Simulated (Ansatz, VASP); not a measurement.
**Two plane-wave programs on NaCl**

Contents of POSCAR:

```
NaCl
1.0
    3.3889230424      0.0000000000      0.0000000000
    0.0000000000      3.3889230424      0.0000000000
    0.0000000000      0.0000000000      3.3889230424
Na Cl
1 1
Direct
    0.0000000000      0.0000000000      0.0000000000
    0.5000000000      0.5000000000      0.5000000000
```

Contents of INCAR.step1:

```
ALGO     = Normal         # electronic algorithm
EDIFF    = 1E-4           # SCF threshold, eV
ENCUT    = 520            # plane-wave cutoff, eV
GGA      = PE             # functional
ISMEAR   = 0              # smearing method
LASPH    = T              # aspherical terms in the spheres
LCHARG   = F              # write CHGCAR
LREAL    = F              # projectors in reciprocal space
LWAVE    = T              # write WAVECAR
NBANDS   = 14             # bands
NELM     = 80             # most SCF steps
PREC     = Accurate       # precision mode
SIGMA    = 0.01           # smearing width, eV
```

INCAR.step2

```
ALGO     = Normal         # electronic algorithm
EDIFF    = 1E-7           # SCF threshold, eV
ENCUT    = 520            # plane-wave cutoff, eV
ISIF     = 2              # what is computed and relaxed
ISMEAR   = 0              # smearing method
ISTART   = 1            
LASPH    = T              # aspherical terms in the spheres
LCHARG   = F              # write CHGCAR
LMIXTAU  = T            
LREAL    = F              # projectors in reciprocal space
LWAVE    = F              # write WAVECAR
METAGGA  = R2SCAN         # meta-GGA
NBANDS   = 14             # bands
NELM     = 80             # most SCF steps
PREC     = Accurate       # precision mode
SIGMA    = 0.01           # smearing width, eV
```

The input KPOINTS:

```
k-points
0
Gamma
  6 6 6
```

Input for Ansatz:

```yaml
crystal:
  lattice:
    - [3.3889230424, 0.0, 0.0]
    - [0.0, 3.3889230424, 0.0]
    - [0.0, 0.0, 3.3889230424]
  atoms:
    - { symbol: Na, position: [0.0, 0.0, 0.0] }
    - { symbol: Cl, position: [0.5, 0.5, 0.5] }
kpoints:
  mp_grid: { grid: [6, 6, 6] }
hamiltonian:
  xc: r2scan
scf:
  occupations: { method: fixed }
  n_extra_bands: 4
output:
  forces: true
  stress: true
  eigenvalues: true
```

Alike in both runs: task single point; functional r2SCAN; k mesh 6 × 6 × 6; no spin polarisation.

|  | VASP | Ansatz |
| --- | --- | --- |
| version | VASP 6.6.1 | Ansatz 0.2.0 |
| potentials or method | VASP PAW PBE potentials, release 64 (Na_pv, Cl) | plane waves, PAW |
| plane-wave cutoff (eV) | 520 | 500 |
| occupations | gaussian, width 0.01 eV | fixed |
| valence electrons in the cell | 14 | 16 |

VASP gave:

```
gap on the k mesh at the Fermi level (eV) : 5.20
pressure (GPa)                            : 2.0
```

**Question.** What did Ansatz give for the same quantities?

**Answer.** gap on the k mesh at the Fermi level (eV): 5.16; pressure (GPa): 2.2.

VASP's potentials were made for PBE, not for r2SCAN. VASP's potentials hold 14 valence electrons a cell and Ansatz's 16, so a difference there can come from the potentials and not from the codes.
